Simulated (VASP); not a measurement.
# Si16Ag (a cell with a defect) in VASP: notebook

Si16Ag (a cell with a defect) is run at these levels: PBE; tasks: single point.

Program: VASP 6.6.1. These are calculated values, not measurements. Logs are shortened: lines on timing, memory, paths and dates and some standing lists are left out, and cuts for length are marked.

## (1) The cell of the first run

The cell holds a defect, 17 atoms: a = 7.736 Å, b = 7.736 Å, c = 7.736 Å, α = 60.00°, β = 60.00°, γ = 60.00°.

## (2) Single point, PBE

INCAR

```
ALGO = Normal
EDIFF = 1E-6
ENCUT = 520
GGA = PE
ISIF = 2
ISMEAR = 0
LASPH = T
LCHARG = F
LREAL = Auto
LWAVE = F
NBANDS = 52
NELECT = 74.0
NELM = 80
PREC = Accurate
SIGMA = 0.02
```

KPOINTS

```
k-points
0
Gamma
  2 2 2
```

POSCAR

```
Si16Ag
1.0
    0.0000000000      5.4700937548     -5.4700937548
    5.4700937548      5.4700937548      0.0000000000
    5.4700937548      0.0000000000     -5.4700937548
Si Ag
16 1
Direct
    0.1347819948      0.1237017411      0.1232370440
    0.1339472117      0.6209289502      0.1226459287
    0.5834469096      0.1391608301      0.1391179990
    0.6359641872      0.6240408327      0.1167431710
    0.1328490136      0.1218761623      0.6240372399
    0.1353851709      0.6219047634      0.6209567569
    0.6356571812      0.1184262272      0.6233173808
    0.6352981666      0.6230658477      0.6230001656
    0.2642902868      0.7438351570      0.2494505808
    0.2198046368      0.2599740406      0.2627815397
    0.7386310910      0.7540545241      0.2533879439
    0.7386399263      0.2548613146      0.2539597650
    0.2633440687      0.7427535441      0.7436840587
    0.2638174744      0.2504063205      0.7440597422
    0.7621479228      0.7464417888      0.7448584404
    0.7387828705      0.2533001085      0.7549750592
   -0.0327972223      0.0104626329      0.0153162995
```

Potentials or basis: VASP PAW PBE potentials, release 64 (Si, Ag).

On the command line:

```console
> cat potpaw_PBE.64/Si/POTCAR potpaw_PBE.64/Ag/POTCAR > POTCAR
> mpirun -np 1 vasp_std > vasp.out
```

OUTCAR:

```text
EDIFF = 1E-6
   ENCUT = 520
   GGA = PE
   ISIF = 2
   ISMEAR = 0
   LASPH = T
   LREAL = Auto
   NELECT = 74.0
   NELM = 80
   PREC = Accurate

 ion  position               nearest neighbor table
   1  0.135  0.124  0.123-  10 2.29  14 2.40   9 2.40  17 2.47  12 2.50
   2  0.134  0.621  0.123-  10 2.29  13 2.39   9 2.40  17 2.47  11 2.50
   3  0.583  0.139  0.139-  10 2.30  17 2.42  16 2.43  11 2.44  12 2.44
   4  0.636  0.624  0.117-  12 2.34  11 2.34   9 2.35  15 2.35
   5  0.133  0.122  0.624-  10 2.29  13 2.40  14 2.40  17 2.48  16 2.49
   6  0.135  0.622  0.621-  14 2.35   9 2.35  13 2.35  15 2.36
   7  0.636  0.118  0.623-  12 2.34  16 2.34  14 2.35  15 2.35
   8  0.635  0.623  0.623-  11 2.34  16 2.34  13 2.35  15 2.35
   9  0.264  0.744  0.249-   6 2.35   4 2.35   1 2.40   2 2.40  17 2.92
  10  0.220  0.260  0.263-   1 2.29   2 2.29   5 2.29   3 2.30
  11  0.739  0.754  0.253-   4 2.34   8 2.34   3 2.44   2 2.50  17 2.66
  12  0.739  0.255  0.254-   4 2.34   7 2.34   3 2.44   1 2.50  17 2.64
  13  0.263  0.743  0.744-   6 2.35   8 2.35   2 2.39   5 2.40  17 2.96
  14  0.264  0.250  0.744-   6 2.35   7 2.35   1 2.40   5 2.40  17 2.94
  15  0.762  0.746  0.745-   4 2.35   7 2.35   8 2.35   6 2.36
  16  0.739  0.253  0.755-   7 2.34   8 2.34   3 2.43   5 2.49  17 2.68
  17  0.967  0.010  0.015-   3 2.42   1 2.47   2 2.47   5 2.48  12 2.64  11 2.66  16 2.68   9 2.92
                            14 2.94  13 2.96

  LATTYP: Found a face centered cubic cell.
 ALAT       =    10.9401875096

  Lattice vectors:

 A1 = (   0.0000000000,   5.4700937548,  -5.4700937548)
 A2 = (   5.4700937548,   5.4700937548,   0.0000000000)
 A3 = (   5.4700937548,   0.0000000000,  -5.4700937548)

Analysis of symmetry for initial positions (statically):
=====================================================================
 Subroutine PRICEL returns:
 Original cell was already a primitive cell.

 Routine SETGRP: Setting up the symmetry group for a
 face centered cubic supercell.

 Subroutine GETGRP returns: Found  1 space group operations
 (whereof  1 operations were pure point group operations)
 out of a pool of 48 trial point group operations.

The static configuration has the point symmetry C_1 .

Analysis of symmetry for dynamics (positions and initial velocities):
=====================================================================
 Subroutine PRICEL returns:
 Original cell was already a primitive cell.

 Routine SETGRP: Setting up the symmetry group for a
 face centered cubic supercell.

 Subroutine GETGRP returns: Found  1 space group operations
 (whereof  1 operations were pure point group operations)
 out of a pool of 48 trial point group operations.

The dynamic configuration has the point symmetry C_1 .

 Subroutine INISYM returns: Found  1 space group operations
 (whereof  1 operations are pure point group operations),
 and found     1 'primitive' translations

----------------------------------------------------------------------------------------

                                     Primitive cell

  volume of cell :     327.3515

  direct lattice vectors                    reciprocal lattice vectors
     0.000000000  5.470093755 -5.470093755    -0.091406112  0.091406112 -0.091406112
     5.470093755  5.470093755  0.000000000     0.091406112  0.091406112  0.091406112
     5.470093755  0.000000000 -5.470093755     0.091406112 -0.091406112 -0.091406112

  length of vectors
     7.735880775  7.735880775  7.735880775     0.158320029  0.158320029  0.158320029

  position of ions in fractional coordinates (direct lattice)
     0.134781995  0.123701741  0.123237044
     0.133947212  0.620928950  0.122645929
     0.583446910  0.139160830  0.139117999
     0.635964187  0.624040833  0.116743171
     0.132849014  0.121876162  0.624037240
     0.135385171  0.621904763  0.620956757
[... 9 lines left out ...]
     0.738782871  0.253300108  0.754975059
     0.967202778  0.010462633  0.015316300

  ion indices of the primitive-cell ions
   primitive index   ion index
                 1           1
                 2           2
                 3           3
                 4           4
                 5           5
                 6           6
[... 9 lines left out ...]
                16          16
                17          17

----------------------------------------------------------------------------------------

 KPOINTS: k-points

Automatic generation of k-mesh.
 Grid dimensions read from file:
 generate k-points for:    2    2    2

 Generating k-lattice:

  Cartesian coordinates                     Fractional coordinates (reciprocal lattice)
    -0.045703056  0.045703056 -0.045703056     0.500000000  0.000000000  0.000000000
     0.045703056  0.045703056  0.045703056     0.000000000  0.500000000  0.000000000
     0.045703056 -0.045703056 -0.045703056     0.000000000  0.000000000  0.500000000

  Length of vectors
     0.079160015  0.079160015  0.079160015

[... 81 lines left out ...]
  free energy    TOTEN  =       -92.24806976 eV

  energy without entropy =      -92.24806976  energy(sigma->0) =      -92.24806976

 E-fermi :   6.3087     XC(G=0):  -9.5990

 val. band max:        6.1797370623   @ k =   0.0000   0.0000   0.0000
 cond. band min:       6.6193246986   @ k =   0.0000   0.0000   0.0000
 fundamental gap:      0.4395876363
 Fermi energy:         6.3086992218

 k-point     1 :       0.0000    0.0000    0.0000
  band No.  band energies     occupation
      1      -5.7655      2.00000
      2      -3.5183      2.00000
      3      -3.4317      2.00000
      4      -3.4161      2.00000
      5      -3.4105      2.00000
      6      -2.0047      2.00000
[... 41 lines left out ...]
     48       8.6260      0.00000
     49       8.8891      0.00000

 k-point     2 :       0.5000    0.0000    0.0000
  band No.  band energies     occupation
      1      -5.0564      2.00000
      2      -4.8827      2.00000
      3      -3.3244      2.00000
      4      -3.1265      2.00000
      5      -3.1232      2.00000
      6      -3.0064      2.00000
[... 41 lines left out ...]
     48       9.7408      0.00000
     49       9.7701      0.00000

 k-point     3 :       0.0000    0.5000    0.0000
  band No.  band energies     occupation
      1      -5.0931      2.00000
      2      -4.8395      2.00000
      3      -3.2917      2.00000
      4      -3.1764      2.00000
      5      -3.1224      2.00000
      6      -3.0192      2.00000
[... 41 lines left out ...]
     48       9.7445      0.00000
     49       9.9428      0.00000

 k-point     4 :       0.0000    0.0000    0.5000
  band No.  band energies     occupation
      1      -5.0961      2.00000
      2      -4.8369      2.00000
      3      -3.2888      2.00000
      4      -3.1763      2.00000
      5      -3.1213      2.00000
      6      -3.0174      2.00000
[... 41 lines left out ...]
     48       9.7445      0.00000
     49       9.9323      0.00000

 k-point     5 :       0.5000    0.5000    0.5000
  band No.  band energies     occupation
      1      -5.0915      2.00000
      2      -4.8411      2.00000
      3      -3.2928      2.00000
      4      -3.1764      2.00000
      5      -3.1228      2.00000
      6      -3.0204      2.00000
[... 41 lines left out ...]
     48       9.7438      0.00000
     49       9.9483      0.00000

 k-point     6 :       0.5000    0.5000    0.0000
  band No.  band energies     occupation
      1      -4.7676      2.00000
      2      -4.6719      2.00000
      3      -3.8071      2.00000
      4      -3.7331      2.00000
      5      -3.6737      2.00000
      6      -3.6628      2.00000
[... 41 lines left out ...]
     48      10.4656      0.00000
     49      10.5058      0.00000

 k-point     7 :       0.0000    0.5000    0.5000
  band No.  band energies     occupation
      1      -4.7688      2.00000
      2      -4.6708      2.00000
      3      -3.8066      2.00000
      4      -3.7334      2.00000
      5      -3.6725      2.00000
      6      -3.6643      2.00000
[... 41 lines left out ...]
     48      10.4602      0.00000
     49      10.5079      0.00000

 k-point     8 :       0.5000    0.0000    0.5000
  band No.  band energies     occupation
      1      -4.7659      2.00000
      2      -4.6735      2.00000
      3      -3.8075      2.00000
      4      -3.7325      2.00000
      5      -3.6750      2.00000
      6      -3.6614      2.00000
[... 41 lines left out ...]
     48      10.4744      0.00000
     49      10.5015      0.00000
 [bands above 49 left out]

------------------------ aborting loop because EDIFF is reached ----------------------------------------

  FORCE on cell =-STRESS in cart. coord.  units (eV):
  Direction    XX          YY          ZZ          XY          YZ          ZX
  --------------------------------------------------------------------------------------
  -------------------------------------------------------------------------------------
  Total       -0.8765400     -0.9242137     -1.0035091     -0.1542492     -0.2829885      0.2542716
  in kB       -4.2901057     -4.5234385     -4.9115390     -0.7549516     -1.3850486      1.2444980
  external PRESSURE =      -4.5750277 kB  Pullay stress =       0.0000000 kB

 VOLUME and BASIS-vectors are now :
 -----------------------------------------------------------------------------
  energy-cutoff  :      520.00
  volume of cell :      327.35
      direct lattice vectors                 reciprocal lattice vectors
     0.000000000  5.470093755 -5.470093755    -0.091406112  0.091406112 -0.091406112
     5.470093755  5.470093755  0.000000000     0.091406112  0.091406112  0.091406112
     5.470093755  0.000000000 -5.470093755     0.091406112 -0.091406112 -0.091406112

 POSITION                                       TOTAL-FORCE (eV/Angst)
 -----------------------------------------------------------------------------------
      1.35078      1.41393     -1.41139         0.009305     -0.006993      0.004486
      4.06742      4.12924     -1.40359         0.004497     -0.003081      0.000245
      1.52221      3.95273     -3.95250         0.002871      0.004708     -0.008533
      4.05216      6.89235     -4.11738         0.002658      0.001052      0.001615
      4.08022      1.39337     -4.14024         0.001447      0.001500      0.001034
      6.79857      4.14245     -4.13726         0.005693      0.001603     -0.002742
[... 9 lines left out ...]
      5.51536      5.42679     -8.17100         0.001907      0.000665     -0.000259
      0.14101      5.34792     -5.37447        -0.004980      0.000939      0.001611
 -----------------------------------------------------------------------------------
    total drift:                               -0.006691     -0.009111      0.001184

  FREE ENERGIE OF THE ION-ELECTRON SYSTEM (eV)
  ---------------------------------------------------
  free  energy   TOTEN  =       -92.2480697552 eV

  energy  without entropy=      -92.2480697552  energy(sigma->0) =      -92.24806976
```

Wall time 2.6 min (1 thread of AMD EPYC 9R45 (Zen 5), shared host); peak memory 0.46 GiB.

What came out:

```yaml
Free_energy: -92.2481 eV
Largest_force: 0.015 eV/Å
```

Forces in eV/Å, atoms in the order of the input:
```
Si   0.009 -0.007  0.004
Si   0.004 -0.003  0.000
Si   0.003  0.005 -0.009
Si   0.003  0.001  0.002
Si   0.001  0.002  0.001
Si   0.006  0.002 -0.003
Si   0.003 -0.002 -0.002
Si   0.002  0.001 -0.002
Si  -0.002 -0.004  0.002
Si  -0.008  0.000  0.002
Si   0.005  0.004 -0.001
Si  -0.015 -0.002  0.000
Si  -0.004  0.005 -0.002
Si  -0.004  0.000  0.003
Si   0.000 -0.002  0.001
Si   0.002  0.001  0.000
Ag  -0.005  0.001  0.002
```

Caveat: the k points lie up to 0.50 Å⁻¹ apart; the cell carries a net charge on a neutralising background, which shifts energy and pressure; the cell is charged against a uniform background, so pressure and absolute levels hang on convention.

## (3) Single point, PBE

INCAR: that of step 2 with these lines changed.

```diff
@@ -7,4 +7,6 @@
 LASPH = T
-LCHARG = F
+LCHARG = T
+LELF = T
 LREAL = Auto
+LVHAR = T
 LWAVE = F
```

KPOINTS is that of step 2.

POSCAR

```
Si16Ag
1.0
    0.0000000000      5.4700937548     -5.4700937548
    5.4700937548      5.4700937548      0.0000000000
    5.4700937548      0.0000000000     -5.4700937548
Si Ag
16 1
Direct
    0.1247419204      0.1253179618      0.1249598326
    0.1239071084      0.6225451798      0.1243687093
    0.5734068081      0.1407771118      0.1408407304
    0.6259240067      0.6256571008      0.1184659768
    0.1228088640      0.1234923989      0.6257600241
    0.1253451094      0.6235210314      0.6226795468
    0.6256171564      0.1200424580      0.6250402010
    0.6252580218      0.6246821633      0.6247229304
    0.2542501212      0.7454513913      0.2511733915
    0.2097645034      0.2615903062      0.2645043330
    0.7285910770      0.7556706860      0.2551107097
    0.7285998520      0.2564775967      0.2556825463
    0.2533039765      0.7443697828      0.7454068765
    0.2537773688      0.2520225542      0.7457824642
    0.7521078586      0.7480580194      0.7465812622
    0.7287429025      0.2549162889      0.7566978164
   -0.0428373828      0.0120788606      0.0170391047
```

Potentials or basis: VASP PAW PBE potentials, release 64 (Si, Ag).

On the command line:

```console
> cat potpaw_PBE.64/Si/POTCAR potpaw_PBE.64/Ag/POTCAR > POTCAR
> mpirun -np 1 vasp_std > vasp.out
```

It took 2.7 min on 1 thread of AMD EPYC 9R45 (Zen 5), shared host; peak memory 0.47 GiB.

The run converged. Its results:

- Free energy: -92.2478 eV
- Largest force: 0.018 eV/Å

Forces on the atoms (eV/Å):
```
Si   0.014 -0.006  0.009
Si   0.005 -0.003  0.000
Si   0.002  0.004 -0.008
Si   0.004  0.002  0.002
Si   0.002 -0.001  0.001
Si   0.005  0.001 -0.001
Si   0.003 -0.002 -0.002
Si  -0.003  0.001 -0.001
Si  -0.002 -0.005  0.001
Si  -0.006 -0.001  0.001
Si   0.005  0.005 -0.001
Si  -0.016 -0.002  0.000
Si  -0.008  0.003 -0.002
Si  -0.004  0.001  0.003
Si   0.000 -0.002  0.002
Si   0.003  0.001 -0.001
Ag  -0.004  0.005  0.001
```

Levels at points of the mesh, in eV from the Fermi level:
```tsv
k point	band 34	band 35	band 36	band 37	band 38	band 39	band 40	band 41
(0.00, 0.00, 0.00)	-0.64	-0.26	-0.15	-0.13	0.31	0.70	0.70	0.80
(0.50, 0.00, 0.00)	-0.87	-0.86	-0.57	-0.57	0.72	1.40	1.42	1.46
(0.00, 0.50, 0.00)	-0.85	-0.75	-0.63	-0.46	0.93	1.24	1.36	1.45
(0.00, 0.00, 0.50)	-0.85	-0.76	-0.62	-0.44	0.94	1.23	1.36	1.45
(0.50, 0.50, 0.50)	-0.86	-0.75	-0.63	-0.47	0.93	1.25	1.35	1.45
(0.50, 0.50, 0.00)	-1.48	-1.35	-1.32	-0.68	0.85	1.24	2.16	2.19
(0.00, 0.50, 0.50)	-1.49	-1.34	-1.32	-0.68	0.85	1.24	2.16	2.19
(0.50, 0.00, 0.50)	-1.47	-1.36	-1.32	-0.69	0.85	1.24	2.16	2.18
```

Caveat: the k points lie up to 0.50 Å⁻¹ apart; the cell carries a net charge on a neutralising background, which shifts energy and pressure; the cell is charged against a uniform background, so pressure and absolute levels hang on convention.

## (4) Single point, PBE

INCAR

```
SYSTEM = Si16Ag
PREC = Accurate ; ENCUT = 520
EDIFF = 1E-6 ; ISMEAR = 0
SIGMA = 0.02 ; LREAL = Auto
LASPH = .True. ; NELM = 80
ALGO = Normal ; ISIF = 2
LWAVE = .False. ; LCHARG = .False.
GGA = PE ; NELECT = 74.0
NBANDS = 52
```

KPOINTS

```
regular mesh
0
Gamma
  2 2 2
  0 0 0
```

POSCAR

```
Si16Ag
1.0
    0.0000000000      5.4700937548     -5.4700937548
    5.4700937548      5.4700937548      0.0000000000
    5.4700937548      0.0000000000     -5.4700937548
Si Ag
16 1
Direct
    0.1320072438      0.1350852532      0.1280391217
    0.1313143855      0.6052122959      0.1283429556
    0.5792154837      0.1428858508      0.1354742776
    0.6325876036      0.6377674052      0.0923443953
    0.1070220231      0.1161363093      0.6612353759
    0.1261720605      0.6297137041      0.6148337032
    0.6205427461      0.1358486771      0.6165148444
    0.6201652389      0.6275055152      0.6168440892
    0.2640928227      0.7459951662      0.2439964578
    0.2153797636      0.2452317200      0.2943542784
    0.7293876812      0.7516019257      0.2471701694
    0.7294254320      0.2724054773      0.2469547252
    0.2479020581      0.7404327387      0.7535443970
    0.2483013200      0.2585371592      0.7532813302
    0.7526066617      0.7631178161      0.7214971401
    0.7271650502      0.2566676300      0.7598811257
   -0.0437231994     -0.0212193804      0.0867529920
```

On the command line:

```console
> cat potpaw_PBE.64/Si/POTCAR potpaw_PBE.64/Ag/POTCAR > POTCAR
> mpirun -np 1 vasp_std > vasp.out
```

It took 2.6 min on 1 thread of AMD EPYC 9R45 (Zen 5), shared host; peak memory 0.46 GiB.

The run converged. Its results:

```yaml
Free_energy: -92.2395 eV
Largest_force: 0.057 eV/Å
```

Forces in eV/Å, atoms in the order of the input:
```
Si   0.010 -0.007  0.015
Si   0.005 -0.002  0.008
Si  -0.002  0.001 -0.010
Si   0.009 -0.004  0.005
Si   0.004 -0.004 -0.003
Si   0.000 -0.002 -0.001
Si   0.001 -0.009 -0.008
Si   0.005  0.004 -0.007
Si   0.012 -0.013 -0.003
Si  -0.009  0.013  0.010
Si   0.007  0.003 -0.010
Si  -0.013 -0.003 -0.018
Si  -0.004 -0.003 -0.001
Si   0.003  0.000  0.001
Si   0.009 -0.008 -0.010
Si  -0.002  0.003 -0.001
Ag  -0.034  0.033  0.032
```

Levels at points of the mesh, in eV from the Fermi level:
```csv
k point,band 35,band 36,band 37,band 38,band 39,band 40
"(0.00, 0.00, 0.00)",-0.53,-0.17,-0.12,0.13,0.47,0.54
"(0.50, 0.00, 0.00)",-0.91,-0.87,-0.75,0.65,1.17,1.19
"(0.00, 0.50, 0.00)",-0.95,-0.81,-0.65,0.74,1.11,1.21
"(0.00, 0.00, 0.50)",-0.95,-0.63,-0.40,0.76,1.02,1.38
"(0.50, 0.50, 0.50)",-0.95,-0.80,-0.66,0.74,1.11,1.21
"(0.50, 0.50, 0.00)",-1.47,-1.38,-0.98,0.71,1.02,1.90
"(0.00, 0.50, 0.50)",-1.47,-1.38,-0.98,0.71,1.02,1.90
"(0.50, 0.00, 0.50)",-1.50,-1.40,-1.03,0.73,1.02,1.90
```

Caveat: the k points lie up to 0.50 Å⁻¹ apart; the cell carries a net charge on a neutralising background, which shifts energy and pressure; the cell is charged against a uniform background, so pressure and absolute levels hang on convention.
